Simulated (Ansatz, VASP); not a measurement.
**One calculation of Ta5AlN6, two programs**

The input INCAR:

```
ALGO     = Normal         # electronic algorithm
EDIFF    = 1E-6           # SCF threshold, eV
ENCUT    = 520            # plane-wave cutoff, eV
GGA      = PE             # functional
ISIF     = 2              # what is computed and relaxed
ISMEAR   = 0              # smearing method
ISPIN    = 2              # spin polarisation
LASPH    = T              # aspherical terms in the spheres
LCHARG   = F              # write CHGCAR
LMAXMIX  = 4              # l up to which the mixer works
LORBIT   = 11             # projections on sites
LREAL    = F              # projectors in reciprocal space
LWAVE    = F              # write WAVECAR
MAGMOM   = 1 1 1 1 1 0 0 0 0 0 0 0 # initial moments
NBANDS   = 60             # bands
NELM     = 150            # most SCF steps
PREC     = Accurate       # precision mode
SIGMA    = 0.1            # smearing width, eV
```

File KPOINTS:

```
k-points
0
Gamma
  6 6 2
```

Contents of POSCAR:

```
Ta5AlN6
1.0
    3.3612719000      0.0000000000      0.0000000000
    0.0000000000      3.3612719000      0.0000000000
    0.0000000000      0.0000000000     14.2606689300
Ta Al N
5 1 6
Direct
    0.0000000000      0.0000000000      0.6666666700
    0.0000000000      0.0000000000      0.3333333300
    0.5000000000      0.5000000000      0.1666666700
    0.0000000000      0.0000000000      0.0000000000
    0.5000000000      0.5000000000      0.8333333300
    0.5000000000      0.5000000000      0.5000000000
    0.0000000000      0.0000000000      0.8333333300
    0.5000000000      0.5000000000      0.6666666700
    0.0000000000      0.0000000000      0.5000000000
    0.5000000000      0.5000000000      0.3333333300
    0.0000000000      0.0000000000      0.1666666700
    0.5000000000      0.5000000000      0.0000000000
```

Input for Ansatz:

```yaml
crystal:
  lattice:
    - [3.3612719, 0.0, 0.0]
    - [0.0, 3.3612719, 0.0]
    - [0.0, 0.0, 14.26066893]
  atoms:
    - { symbol: Ta, position: [0.0, 0.0, 0.66666667], spin: 1.0 }
    - { symbol: Ta, position: [0.0, 0.0, 0.33333333], spin: 1.0 }
    - { symbol: Ta, position: [0.5, 0.5, 0.16666667], spin: 1.0 }
    - { symbol: Ta, position: [0.0, 0.0, 0.0], spin: 1.0 }
    - { symbol: Ta, position: [0.5, 0.5, 0.83333333], spin: 1.0 }
    - { symbol: Al, position: [0.5, 0.5, 0.5] }
    - { symbol: "N", position: [0.0, 0.0, 0.83333333] }
    - { symbol: "N", position: [0.5, 0.5, 0.66666667] }
    - { symbol: "N", position: [0.0, 0.0, 0.5] }
    - { symbol: "N", position: [0.5, 0.5, 0.33333333] }
    - { symbol: "N", position: [0.0, 0.0, 0.16666667] }
    - { symbol: "N", position: [0.5, 0.5, 0.0] }
basis:
  ecutwfc: 420
kpoints:
  mp_grid: { grid: [6, 6, 2] }
hamiltonian:
  xc: pbe
scf:
  occupations: { method: gaussian, width: 0.1 }
  lower_state_search: "off"
output:
  forces: true
  stress: true
  eigenvalues: true
  populations: true
magnetization:
  spin_polarized: true
```

Alike in both runs: task single point; functional PBE; k mesh 6 × 6 × 2; occupations gaussian, width 0.1 eV; collinear spin.

|  | VASP | Ansatz |
| --- | --- | --- |
| version | VASP 6.6.1 | Ansatz 0.2.0 |
| potentials or method | VASP PAW PBE potentials, release 64 (Ta_pv, Al, N), cutoff 520 eV | scalar-relativistic, plane waves, PAW |
| valence electrons in the cell | 88 | 98 |

|  | VASP | Ansatz | Ansatz less VASP |
| --- | --- | --- | --- |
| gap on the k mesh at the Fermi level (eV) | none | none | - |
| rms of the force components (eV/Å) | 0.329 | 0.329 | -0.0001 |
| net moment per atom (μB) | 0.00 | 0.00 | 0.000 |

Atom by atom the forces differ by 0.002 eV/Å (rms over components). A gap of «none» marks a metal or a gap that the smearing closes. VASP's potentials hold 88 valence electrons a cell and Ansatz's 98, so a difference there can come from the potentials and not from the codes. Ansatz's warnings: seeded moment not kept.

Neither program's run includes spin-orbit coupling.
